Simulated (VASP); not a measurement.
Write the native input for VASP 6.6.1 that does the following.

```yaml
Task: single point
Functional: r2SCAN
Potentials_or_basis: VASP PAW PBE potentials, release 64 (Cd)
Cutoff: 520 eV
k_mesh: 9 × 9 × 4
Occupations: gaussian, width 0.05 eV
Spin: no spin polarisation
Dipole_correction: no
Further_INCAR_settings: ALGO = Normal; EDIFF = 1e-06; NBANDS = 19
```

Crystal: Cd.

```
CELL_PARAMETERS angstrom
2.92189 0.00000 0.00000
-1.46095 2.53043 0.00000
0.00000 0.00000 6.12619
ATOMIC_POSITIONS crystal
Cd 0.33333 0.66667 0.25000
Cd 0.66667 0.33333 0.75000
```

One way to write it, as run:

POSCAR

```
Cd
1.0
    2.9218852165      0.0000028315      0.0000000000
   -1.4609450604      2.5304254086      0.0000000000
    0.0000000000      0.0000000000      6.1261891944
Cd
2
Direct
    0.3333333333      0.6666666667      0.2500000000
    0.6666666667      0.3333333333      0.7500000000
```

INCAR.step1

```
PREC     = Accurate       # precision mode
ENCUT    = 520            # plane-wave cutoff, eV
ISMEAR   = 0              # smearing method
SIGMA    = 0.05           # smearing width, eV
LREAL    = F              # projectors in reciprocal space
LASPH    = T              # aspherical terms in the spheres
NELM     = 60             # most SCF steps
NBANDS   = 19             # bands
GGA      = PE             # functional
ALGO     = Normal         # electronic algorithm
EDIFF    = 1E-4           # SCF threshold, eV
LWAVE    = T              # write WAVECAR
LCHARG   = F              # write CHGCAR
```

INCAR.step2

```
PREC     = Accurate       # precision mode
ENCUT    = 520            # plane-wave cutoff, eV
EDIFF    = 1E-6           # SCF threshold, eV
ISMEAR   = 0              # smearing method
SIGMA    = 0.05           # smearing width, eV
LREAL    = F              # projectors in reciprocal space
LASPH    = T              # aspherical terms in the spheres
NELM     = 60             # most SCF steps
ALGO     = Normal         # electronic algorithm
ISIF     = 2              # what is computed and relaxed
LWAVE    = F              # write WAVECAR
LCHARG   = F              # write CHGCAR
METAGGA  = R2SCAN         # meta-GGA
LMIXTAU  = T            
NBANDS   = 19             # bands
ISTART   = 1
```

KPOINTS

```
Automatic mesh
0
Gamma
  9 9 4
```

Potentials or basis: VASP PAW PBE potentials, release 64 (Cd).

The run is started by

```bash
$ cat potpaw_PBE.64/Cd/POTCAR > POTCAR
$ cp INCAR.step1 INCAR
$ mpirun -np 1 vasp_std > vasp.out
$ cp INCAR.step2 INCAR
$ mpirun -np 1 vasp_std > vasp.out
```

Results of the run:

```yaml
Pressure: 0.4 GPa
Band_gap_on_the_k_mesh: zero (bands 12 and 13 overlap by 4.68 eV)
```

Caveat: the PAW data sets were made with another functional, which shifts forces and pressure a little.

Run time: 88 s on 1 thread of Intel(R) Xeon(R) Platinum 8259CL CPU @ 2.50GHz (Skylake/Cascade Lake) (shared host), peak memory 0.18 GiB.
